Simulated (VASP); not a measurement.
# SiC (NiAs type) (P6_3/mmc) in VASP: further runs, part 2 of 2

VASP 6.6.1. The steps go on from the part before.

### Step 3. Single point, PBE

The input, INCAR:

```
SYSTEM = SiC
  PREC = Accurate
  ENCUT = 520
  EDIFF = 1E-6
  ISMEAR = -1
  SIGMA = 0.08
  LREAL = .FALSE.
  LASPH = .TRUE.
  NELM = 80
  ALGO = Normal
  ISIF = 2
  LWAVE = .FALSE.
  LCHARG = .TRUE.
  GGA = PE
  LELF = .TRUE.
  LVHAR = .TRUE.
  NBANDS = 16
```

The input, KPOINTS:

```
Automatic mesh
0
G
  12 12 7
  0 0 0
```

The input, POSCAR:

```
SiC
1.0
    2.8713341384      0.0000000000      0.0000000000
   -1.4356670692      2.4866483066      0.0000000000
    0.0000000000      0.0000000000      4.7610888572
Si C
2 2
Direct
    0.0000000000      0.0000000000      0.0000000000
    0.0000000000      0.0000000000      0.5000000000
    0.3333333333      0.6666666667      0.2500000000
    0.6666666667      0.3333333333      0.7500000000
```

Potentials or basis: VASP PAW PBE potentials, release 64 (Si, C).

On the command line:

```
> cat potpaw_PBE.64/Si/POTCAR potpaw_PBE.64/C/POTCAR > POTCAR
> mpirun -np 1 vasp_std > vasp.out
```

OUTCAR:

```text
SYSTEM = SiC
   PREC = Accurate
   ENCUT = 520
   EDIFF = 1E-6
   ISMEAR = -1
   LREAL = .FALSE.
   LASPH = .TRUE.
   NELM = 80
   ISIF = 2
   GGA = PE

 ion  position               nearest neighbor table
   1  0.000  0.000  0.000-   3 2.04   4 2.04   3 2.04   4 2.04   4 2.04   3 2.04   2 2.38   2 2.38

   2  0.000  0.000  0.500-   3 2.04   4 2.04   3 2.04   4 2.04   4 2.04   3 2.04   1 2.38   1 2.38

   3  0.333  0.667  0.250-   1 2.04   2 2.04   1 2.04   2 2.04   1 2.04   2 2.04
   4  0.667  0.333  0.750-   1 2.04   2 2.04   1 2.04   2 2.04   1 2.04   2 2.04

  LATTYP: Found a hexagonal cell.
 ALAT       =     2.8713341384
 C/A-ratio  =     1.6581451784

  Lattice vectors:

 A1 = (   2.8713341384,   0.0000000000,   0.0000000000)
 A2 = (  -1.4356670692,   2.4866483066,   0.0000000000)
 A3 = (   0.0000000000,   0.0000000000,   4.7610888572)

Analysis of symmetry for initial positions (statically):
=====================================================================
 Subroutine PRICEL returns:
 Original cell was already a primitive cell.

 Routine SETGRP: Setting up the symmetry group for a
 hexagonal supercell.

 Subroutine GETGRP returns: Found 24 space group operations
 (whereof 12 operations were pure point group operations)
 out of a pool of 24 trial point group operations.

The static configuration has the point symmetry D_3d.
 The point group associated with its full space group is D_6h.

Analysis of symmetry for dynamics (positions and initial velocities):
=====================================================================
 Subroutine PRICEL returns:
 Original cell was already a primitive cell.

 Routine SETGRP: Setting up the symmetry group for a
 hexagonal supercell.

 Subroutine GETGRP returns: Found 24 space group operations
 (whereof 12 operations were pure point group operations)
 out of a pool of 24 trial point group operations.

The dynamic configuration has the point symmetry D_3d.
 The point group associated with its full space group is D_6h.

[... 124 lines left out ...]
  Fermi-wavevector in a.u.,A,eV,Ry     =   1.273445  2.406461 22.064037  1.621661
  Thomas-Fermi vector in A             =   2.406268
   LORBIT       =      0    0 simple, 1 ext, 2 COOP (PROOUT), +10 PAW based schemes
   GGA     = PE    functional components
   LHFCALC =     F    Hartree Fock is set to
   AEXX    =    0.0000 exact exchange contribution
   IVDW    =     0    specifies the selected vdW correction
   LEPSILON=     F    determine dielectric tensor
   LRPA    =     F    only Hartree local field effects (RPA)
 non-spin polarized calculation
  energy-cutoff  :      520.00
  volume of cell :       33.99
 maximum number of plane-waves:       941
 NGX is ok and might be reduce to    24
   NGX = 11   NGY = 11   NGZ = 17

 number of electron      16.0000000 magnetization

 Free energy of the ion-electron system (eV)
  ---------------------------------------------------
  ext. energy  EPLUGINS =         0.00000000
  ---------------------------------------------------
  free energy    TOTEN  =       -26.98422992 eV

  energy without entropy =      -26.97407896  energy(sigma->0) =      -26.97915444

 E-fermi :  11.7249     XC(G=0): -12.5427

 val. band max:       11.7215775120   @ k =   0.1667   0.0000   0.1429
 cond. band min:      11.7929673553   @ k =   0.0833   0.0000   0.1429
 fundamental gap:      0.0713898433
 Fermi energy:        11.7248529751

 k-point     1 :       0.0000    0.0000    0.0000
  band No.  band energies     occupation
      1      -6.2852      2.00000
      2      -1.4216      2.00000
      3       0.5125      2.00000
      4      11.0931      1.99926
      5      11.0931      1.99926
      6      11.5922      1.67984
[... 433 lines left out ...]
      3       3.0672      2.00000
      4       4.1773      2.00000
      5       6.2697      2.00000
      6       8.4421      2.00000
[... 8 lines left out ...]
     15      23.7749      0.00000
     16      24.2099      0.00000

 [... further k-points ...]

------------------------ aborting loop because EDIFF is reached ----------------------------------------

  FORCE on cell =-STRESS in cart. coord.  units (eV):
  Direction    XX          YY          ZZ          XY          YZ          ZX
  --------------------------------------------------------------------------------------
  -------------------------------------------------------------------------------------
  Total       -0.0046165     -0.0046165     -0.0612049      0.0000000      0.0000000      0.0000000
  in kB       -0.2175789     -0.2175789     -2.8846454      0.0000000      0.0000000      0.0000000
  external PRESSURE =      -1.1066011 kB  Pullay stress =       0.0000000 kB

 VOLUME and BASIS-vectors are now :
 -----------------------------------------------------------------------------
  energy-cutoff  :      520.00
  volume of cell :       33.99
      direct lattice vectors                 reciprocal lattice vectors
     2.871334138  0.000000000  0.000000000     0.348270160  0.201073871  0.000000000
    -1.435667069  2.486648307  0.000000000     0.000000000  0.402147741  0.000000000
     0.000000000  0.000000000  4.761088857     0.000000000  0.000000000  0.210035988

 POSITION                                       TOTAL-FORCE (eV/Angst)
 -----------------------------------------------------------------------------------
      0.00000      0.00000      0.00000        -0.000000      0.000000     -0.000000
      0.00000      0.00000      2.38054        -0.000000      0.000000     -0.000000
     -0.00000      1.65777      1.19027         0.000000     -0.000000     -0.000000
      1.43567      0.82888      3.57082        -0.000000      0.000000      0.000000
 -----------------------------------------------------------------------------------
    total drift:                               -0.000000      0.000000     -0.000000

  FREE ENERGIE OF THE ION-ELECTRON SYSTEM (eV)
  ---------------------------------------------------
  free  energy   TOTEN  =       -26.9842299169 eV

  energy  without entropy=      -26.9740789639  energy(sigma->0) =      -26.97915444
```

Wall time 58 s (1 thread of Intel Xeon 8259CL, shared host); peak memory 0.17 GiB.

What came out:

| Item | Value |
| --- | --- |
| Free energy | -26.9842 eV |
| Pressure | -0.1 GPa |
| Band gap on the k mesh | zero (bands 8 and 9 overlap by 1.54 eV) |
